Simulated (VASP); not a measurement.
# B15HN16 (a cell with a defect) in VASP: a series of runs, part 2 of 3

VASP 6.6.1. The steps go on from the part before.

### 3 Single point, PBE, collinear spin

The input, INCAR:

```
SYSTEM = B15HN16
ALGO = Normal
EDIFF = 1E-6
ENCUT = 520
GGA = PE
GGA_COMPAT = .False.
ISIF = 2
ISMEAR = -1
ISPIN = 2
ISYM = -1
LASPH = .True.
LCHARG = .False.
LORBIT = 11
LREAL = Auto
LWAVE = .False.
MAGMOM = 0 0 0 0 0 0 0 0 0 0 0 0 0 0 0 0 0.03 0.02 0.02 0.02 0.17 0.15 0.02 0.02 0.16 0.02 0 0.02 0.02 0 0 0
NBANDS = 89
NELECT = 127.0
NELM = 200
NUPDOWN = 1.0
PREC = Accurate
SIGMA = 0.01
```

The input, KPOINTS:

```
explicit points
1
Reciprocal
  0.25000000   0.25000000   0.25000000 1
```

The input, POSCAR:

```
B15HN16
1.0
   -3.6241103844      3.6241103844     -3.6241103844
    3.6241103844      3.6241103844      3.6241103844
    3.6241103844     -3.6241103844     -3.6241103844
B N H
15 16 1
Direct
   -0.0033719053     -0.0035602991     -0.0046592715
    0.0045664338      0.2505514575      0.7498176028
    0.0056855856      0.5024560893      0.5007074243
   -0.0030119491      0.7459801756      0.2467409475
    0.2509799812      0.0053497492      0.7521088033
    0.2505686295      0.5000041185      0.2545950222
    0.2499376734      0.7493571602     -0.0003561459
    0.5003185150      0.0045584468      0.5004354788
    0.5023905390      0.2507623430      0.2555764507
    0.4957389592      0.4951679979     -0.0030254150
    0.4948489799      0.7466261561      0.7450658010
    0.7459768664     -0.0031497565      0.2465746760
    0.7497602300      0.2497522058     -0.0007383211
    0.7468824344      0.4952204877      0.7447469993
    0.7495160973      0.7497082431      0.4996296908
   -0.0165647841     -0.0166076875      0.2330070250
   -0.0013888800      0.2492871700      0.0013683518
    0.0047089015      0.5019469501      0.7515339433
   -0.0016362407      0.7531076911      0.4995925415
    0.2497693945     -0.0017916088      0.0028869332
    0.2510608011      0.2504465716      0.7733720501
    0.2502455736      0.5228385747      0.5007104270
    0.2495268212      0.7515154004      0.2484387206
    0.5017242359      0.0045146006      0.7518427492
    0.5231133889      0.2506095645      0.5003445806
    0.5020047997      0.5015455570      0.2545208007
    0.4977753449      0.7486321035     -0.0013587061
    0.7517621532     -0.0014830401      0.4992504315
    0.7531123708      0.2497139861      0.2481519975
    0.7488897083      0.4976930214     -0.0013979585
    0.7485839834      0.7485048980      0.7472948313
    0.1487062742      0.1493493503      0.3970949145
```

Potentials or basis: VASP PAW PBE potentials, release 64 (B, N, H).

Command:

```console
cat potpaw_PBE.64/B/POTCAR potpaw_PBE.64/N/POTCAR potpaw_PBE.64/H/POTCAR > POTCAR
mpirun -np 1 vasp_std > vasp.out
```

OUTCAR:

```text
SYSTEM = B15HN16
   EDIFF = 1E-6
   ENCUT = 520
   GGA = PE
   ISIF = 2
   ISMEAR = -1
   ISPIN = 2
   ISYM = -1
   LASPH = .True.
   LORBIT = 11
   LREAL = Auto
   NELECT = 127.0
   NELM = 200
   NUPDOWN = 1.0
   PREC = Accurate

 ion  position               nearest neighbor table
   1  0.997  0.996  0.995-  16 1.55  31 1.56  20 1.57  17 1.57
   2  0.005  0.251  0.750-  21 1.50  18 1.57  28 1.58  17 1.59
   3  0.006  0.502  0.501-  22 1.50  18 1.58  29 1.59  19 1.59
   4  0.997  0.746  0.247-  16 1.55  30 1.56  19 1.57  23 1.57
   5  0.251  0.005  0.752-  21 1.50  24 1.58  19 1.58  20 1.59
   6  0.251  0.500  0.255-  22 1.50  26 1.58  17 1.58  23 1.59
[... 12 lines left out ...]
  19  0.998  0.753  0.500-  15 1.56   4 1.57   5 1.58   3 1.59
  20  0.250  0.998  0.003-   7 1.56   1 1.57   9 1.59   5 1.59
  21  0.251  0.250  0.773-  10 1.50   5 1.50   2 1.50
  22  0.250  0.523  0.501-  11 1.50   3 1.50   6 1.50
  23  0.250  0.752  0.248-   7 1.56   4 1.57   8 1.58   6 1.59
  24  0.502  0.005  0.752-  13 1.55   8 1.58   5 1.58  11 1.59
  25  0.523  0.251  0.500-  14 1.50   9 1.50   8 1.50
  26  0.502  0.502  0.255-  15 1.55   6 1.58   9 1.58  10 1.59
  27  0.498  0.749  0.999-  12 1.56   7 1.56  11 1.58  10 1.58
  28  0.752  0.999  0.499-  15 1.56  12 1.57   2 1.58   8 1.59
  29  0.753  0.250  0.248-  13 1.56  12 1.57   3 1.59   9 1.59
  30  0.749  0.498  0.999-   4 1.56  13 1.56  10 1.58  14 1.58
  31  0.749  0.749  0.747-   1 1.56  15 1.56  14 1.58  11 1.58
  32  0.149  0.149  0.397-  16 1.04

IMPORTANT INFORMATION: All symmetrisations will be switched off!
NOSYMM: (Re-)initialisation of all symmetry stuff for point group C_1.

----------------------------------------------------------------------------------------

                                     Primitive cell

  volume of cell :     190.3988

  direct lattice vectors                    reciprocal lattice vectors
    -3.624110384  3.624110384 -3.624110384     0.000000000  0.137964893 -0.137964893
     3.624110384  3.624110384  3.624110384     0.137964893  0.137964893  0.000000000
[... 241 lines left out ...]
 k-point     1 :       0.2500    0.2500    0.2500
  band No.  band energies     occupation
      1     -11.9281      1.00000
      2     -11.7482      1.00000
      3     -11.7452      1.00000
      4     -11.2640      1.00000
      5      -9.0657      1.00000
      6      -8.6756      1.00000
[... 67 lines left out ...]
     74      15.0938      0.00000
     75      15.1117      0.00000
 [bands above 75 left out]

------------------------ aborting loop because EDIFF is reached ----------------------------------------

  FORCE on cell =-STRESS in cart. coord.  units (eV):
  Direction    XX          YY          ZZ          XY          YZ          ZX
  --------------------------------------------------------------------------------------
  -------------------------------------------------------------------------------------
  Total       18.3193492     18.0590399     18.4176175     -0.1465714      0.1577314      0.2561449
  in kB      154.1545619    151.9640985    154.9814747     -1.2333761      1.3272858      2.1554209
  external PRESSURE =     153.7000450 kB  Pullay stress =       0.0000000 kB

 VOLUME and BASIS-vectors are now :
 -----------------------------------------------------------------------------
  energy-cutoff  :      520.00
  volume of cell :      190.40
      direct lattice vectors                 reciprocal lattice vectors
    -3.624110384  3.624110384 -3.624110384     0.000000000  0.137964893 -0.137964893
     3.624110384  3.624110384  3.624110384     0.137964893  0.137964893  0.000000000
     3.624110384 -3.624110384 -3.624110384     0.137964893  0.000000000 -0.137964893

 POSITION                                       TOTAL-FORCE (eV/Angst)
 -----------------------------------------------------------------------------------
      3.60654      3.61587     -3.60791         0.002628      0.003535      0.001668
      3.60890     -1.79285     -1.82594         0.030735     -0.010681     -0.046722
      3.61497      0.02694     -0.01427        -0.011987     -0.080736      0.002012
     -0.01546      5.42249     -1.80390        -0.001551      0.000559     -0.004237
      1.83553     -1.79676     -3.61592        -0.069167     -0.000482      0.012302
      1.82666      1.79748     -0.01870         0.042114      0.034323      0.015049
[... 24 lines left out ...]
      2.70799      2.71734     -2.70857         0.006529     -0.003228      0.008517
      1.44145     -0.35893     -1.43679         0.002466     -0.020780     -0.020684
 -----------------------------------------------------------------------------------
    total drift:                                0.005991     -0.000343     -0.000989

  FREE ENERGIE OF THE ION-ELECTRON SYSTEM (eV)
  ---------------------------------------------------
  free  energy   TOTEN  =      -261.4171470554 eV

  energy  without entropy=     -261.4052484936  energy(sigma->0) =     -261.41119777

 total charge

# of ion       s       p       d       tot
------------------------------------------
    1        0.679   1.385   0.000   2.064
    2        0.678   1.378   0.000   2.056
    3        0.679   1.381   0.000   2.060
    4        0.679   1.384   0.000   2.063
    5        0.678   1.381   0.000   2.060
    6        0.678   1.378   0.000   2.055
[... 24 lines left out ...]
   31        1.211   2.772   0.000   3.984
   32        0.604   0.098   0.000   0.702
--------------------------------------------------
tot         30.250  65.145   0.000  95.395

 magnetization (x)

# of ion       s       p       d       tot
------------------------------------------
    1       -0.000  -0.000   0.000  -0.000
    2       -0.001  -0.002   0.000  -0.004
    3       -0.001  -0.002   0.000  -0.004
    4       -0.000  -0.000   0.000  -0.000
    5       -0.002  -0.003   0.000  -0.004
    6       -0.001  -0.002   0.000  -0.003
[... 24 lines left out ...]
   31        0.000   0.005   0.000   0.005
   32       -0.000  -0.000   0.000  -0.000
--------------------------------------------------
tot          0.023   0.732   0.000   0.755
```

OSZICAR:

```text
N       E                     dE             d eps       ncg     rms          rms(c)
DAV:   1     0.538156341763E+03    0.53816E+03   -0.67554E+04   356   0.140E+03
DAV:   2    -0.243113928813E+03   -0.78127E+03   -0.75011E+03   438   0.325E+02
[... 15 lines left out ...]
DAV:  18    -0.261417236826E+03   -0.10098E-03   -0.20879E-04   384   0.623E-02    0.305E-01
DAV:  19    -0.261417082445E+03    0.15438E-03   -0.13679E-03   456   0.490E-02    0.325E-02
DAV:  20    -0.261417148825E+03   -0.66379E-04   -0.65684E-05   376   0.288E-02    0.594E-02
DAV:  21    -0.261417145776E+03    0.30491E-05   -0.76941E-05   408   0.145E-02    0.224E-02
DAV:  22    -0.261417146956E+03   -0.11798E-05   -0.73069E-06   344   0.752E-03    0.921E-03
DAV:  23    -0.261417147055E+03   -0.99904E-07   -0.66407E-07   184   0.274E-03
   1 F= -.26141715E+03 E0= -.26141120E+03  d E =-.118986E-01  mag=     1.0000
```

stdout:

```text
POSCAR found type information on POSCAR B N H
 POSCAR found :  3 types and      32 ions
 scaLAPACK will be used
 LDA part: xc-table for (Slater+PW92), standard interpolation
 POSCAR, INCAR and KPOINTS ok, starting setup
 FFT: planning ... GRIDC
 FFT: planning ... GRID_SOFT
 FFT: planning ... GRID
 WAVECAR not read
 entering main loop
 the old and the new charge density differ
 old charge density:   126.00000 new  127.00000
    0.273E+01
```

Run time: 2.8 min. Hardware: 1 thread of Intel Xeon Platinum 8259CL at 2.50GHz (Skylake/Cascade Lake), shared host; peak memory 0.4 GiB.

What came out:

```yaml
Free_energy: -261.4171 eV
Largest_force: 0.088 eV/Å
Net_moment: 1.00 μB per cell
Site_moments: B -0.00, +0.00, -0.01 (each value once); N +0.01, +0.03, +0.02, +0.19, +0.17, +0.18 (each value once); H -0.00 μB
Valence_electrons_inside_the_program's_atomic_spheres: B 2.06, 2.08 (each value once); N 4.06, 3.97, 3.98, 3.99 (each value once); H 0.70
```

Forces in eV/Å, atoms in the order of the input:
```
B    0.003  0.004  0.002
B    0.031 -0.011 -0.047
B   -0.012 -0.081  0.002
B   -0.002  0.001 -0.004
B   -0.069  0.000  0.012
B    0.042  0.034  0.015
B   -0.003 -0.012 -0.003
B   -0.011  0.033 -0.028
B   -0.010 -0.004  0.087
B    0.027  0.011  0.011
B   -0.003  0.031 -0.022
B    0.001 -0.004  0.000
B   -0.009  0.010  0.001
B    0.024 -0.005 -0.030
B    0.008 -0.004  0.011
N    0.021  0.018 -0.020
N    0.024 -0.032 -0.015
N   -0.001  0.000  0.019
N   -0.028 -0.011 -0.045
N   -0.012  0.044  0.022
N    0.023  0.004  0.050
N   -0.055  0.040 -0.007
N    0.018  0.024  0.034
N   -0.004 -0.011 -0.001
N    0.004 -0.042 -0.028
N   -0.013  0.003 -0.002
N   -0.008 -0.008 -0.002
N   -0.032  0.014 -0.018
N    0.045 -0.026  0.011
N   -0.009  0.004  0.007
N    0.007 -0.003  0.009
H    0.002 -0.021 -0.021
```

Caveat: the cell carries a net charge on a neutralising background, which shifts energy and pressure; the cell is charged against a uniform background, so pressure and absolute levels hang on convention; the total moment is fixed, so each spin has its own Fermi level and the state may be an excited one.

(Continued in part 3 of 3.)
